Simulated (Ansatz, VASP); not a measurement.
## Pt in VASP and in Ansatz

```xyz
1
Lattice="0.0000 1.9609 1.9609 1.9609 0.0000 1.9609 1.9609 1.9609 0.0000" Properties=species:S:1:pos:R:3 pbc="T T T"
Pt    0.0000    0.0000    0.0000
```

Alike in both runs: task single point; functional PBEsol; k mesh 10 × 10 × 10; occupations gaussian, width 0.1 eV; no spin polarisation.

|  | VASP | Ansatz |
| --- | --- | --- |
| version | VASP 6.6.1 | Ansatz 0.2.0 |
| potentials or method | VASP PAW PBE potentials, release 64 (Pt) | plane waves, PAW |
| plane-wave cutoff (eV) | 500 | 420 |
| valence electrons in the cell | 10 | 18 |

Ansatz gave:

```
gap on the k mesh at the Fermi level (eV) : none
pressure (GPa)                            : -0.7
```

Q: Which values does VASP return?

A: gap on the k mesh at the Fermi level (eV): none; pressure (GPa): -1.1.

VASP's potentials were made for PBE, not for PBEsol. A gap of «none» marks a metal or a gap that the smearing closes. VASP's potentials hold 10 valence electrons a cell and Ansatz's 18, so a difference there can come from the potentials and not from the codes.

Neither program's run includes spin-orbit coupling.
